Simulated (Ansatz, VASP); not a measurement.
# One calculation of V, two programs

File INCAR:

```
SYSTEM = V
PREC = Accurate ; ENCUT = 520
EDIFF = 1E-6 ; ISMEAR = -1
SIGMA = 0.05 ; LREAL = .False.
LASPH = .True. ; NELM = 150
ALGO = Fast ; ISIF = 2
LWAVE = .False. ; LCHARG = .False.
LNONCOLLINEAR = .True. ; MAGMOM = 0 0 2 0 0 -2
LORBIT = 11 ; LMAXMIX = 4
LDAU = .True. ; LDAUTYPE = 2
LDAUL = 2 ; LDAUU = 6
LDAUJ = 0 ; LDAUPRINT = 1
GGA = PE ; NBANDS = 38
```

The input KPOINTS:

```
Automatic mesh
0
Gamma
  9 5 9
  0 0 0
```

Contents of POSCAR:

```
V
1.0
    0.0000000000      0.0000000000      3.0287000000
    3.0287000000     -3.0287000000      0.0000000000
    1.5143500000      1.5143500000     -1.5143500000
V
2
Direct
    0.0000000000      0.0000000000      0.0000000000
    0.5000000000      0.5000000000      0.0000000000
```

Contents of input.yaml:

```yaml
crystal:
  lattice:
    - [0.0, 0.0, 3.0287]
    - [3.0287, -3.0287, 0.0]
    - [1.51435, 1.51435, -1.51435]
  atoms:
    - { symbol: V, position: [0.0, 0.0, 0.0], spin: 2.0, spin_axis: [0.0, 0.0, 1.0] }
    - { symbol: V, position: [0.5, 0.5, 0.0], spin: 2.0, spin_axis: [0.0, 0.0, -1.0] }
kpoints:
  mp_grid: { grid: [9, 5, 9] }
scf:
  occupations: { method: fermi_dirac, width: 0.05 }
hamiltonian:
  xc: pbe
  pseudopotentials: { kind: all_electron, lapw: { basis_error: 0.001 } }
  hubbard:
    sites: [{ species: V, l: d, u_eff: 6 }]
    double_counting: fll
    projectors: ortho-atomic
magnetization:
  noncollinear: true
output:
  forces: true
  stress: true
  eigenvalues: true
  hubbard: {}
```

Alike in both runs: task single point; functional PBE; k mesh 9 × 5 × 9; occupations fermi-dirac, width 0.05 eV; non-collinear spin; Hubbard terms V d U = 6.0 eV.

|  | VASP | Ansatz |
| --- | --- | --- |
| version | VASP 6.6.1 | Ansatz 0.2.0 |
| potentials or method | VASP PAW PBE potentials, release 64 (V_sv), cutoff 520 eV | all-electron LAPW, scalar-relativistic |

```tsv
	VASP	Ansatz	Ansatz less VASP
gap on the k mesh at the Fermi level (eV)	none	none	-
net moment per atom (μB)	0.00	0.00	0.000
size of the moment on the site where the two differ most (μB)	2.50	2.77	+0.265
```

Site moments also hang on the region over which each program counts them. The programs project onto different local orbitals, so the same U acts differently, and such runs can settle in different states. A gap of «none» marks a metal or a gap that the smearing closes. Ansatz ran all-electron here, and VASP with PAW potentials.

Noted on Ansatz's run: the k mesh is thin for a metal, which can move the energy by tens of meV per atom; the magnetic state may not be the lowest; U is the effective U less J, on atomic orbitals that reach past the spheres.
